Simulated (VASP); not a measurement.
**Rh: single point with PBE**

Crystal: Rh.

```
CELL_PARAMETERS angstrom
2.73098 0.00000 0.00000
-1.36549 2.36510 0.00000
0.00000 0.00000 4.42849
ATOMIC_POSITIONS crystal
Rh 0.66667 0.33333 0.75000
Rh 0.33333 0.66667 0.25000
```

```
Program             : VASP 6.6.1
Task                : single point
Functional          : PBE
Potentials or basis : VASP PAW PBE potentials, release 64 (Rh_pv)
Cutoff              : 520 eV
k mesh              : 6 × 6 × 4
Occupations         : gaussian, width 0.1 eV
Spin                : no spin polarisation
```

The pressure is -3.4 GPa and the band gap on the k mesh is zero (band 15 reaches 11.88 eV, above the bottom of band 16 at 9.59 eV).

Stress tensor (GPa, compression positive):
```
-1.67  0.00  0.00
 0.00 -1.67  0.00
 0.00  0.00 -6.98
```

Levels at points of the mesh, in eV from the Fermi level:
```tsv
k point	band 11	band 12	band 13	band 14	band 15	band 16	band 17	band 18	band 19	band 20
(0.00, 0.00, 0.00)	-2.72	-2.24	-2.24	-1.69	-1.69	0.22	0.22	0.84	8.31	16.01
(0.50, 0.00, 0.00)	-2.47	-2.02	-1.92	0.53	0.66	0.82	3.03	5.07	10.18	10.58
(0.00, 0.00, 0.50)	-2.83	-2.83	-2.83	-2.83	-0.32	-0.32	-0.32	-0.32	14.75	14.75
(0.50, 0.00, 0.50)	-1.47	-1.47	-0.18	-0.18	0.70	0.70	2.74	2.74	9.08	9.08
```

Run time: 6.7 s on 1 thread of AMD EPYC 9R45 (Zen 5), on a shared host, peak memory 0.1 GiB.

Caveat: the k points lie up to 0.44 Å⁻¹ apart.
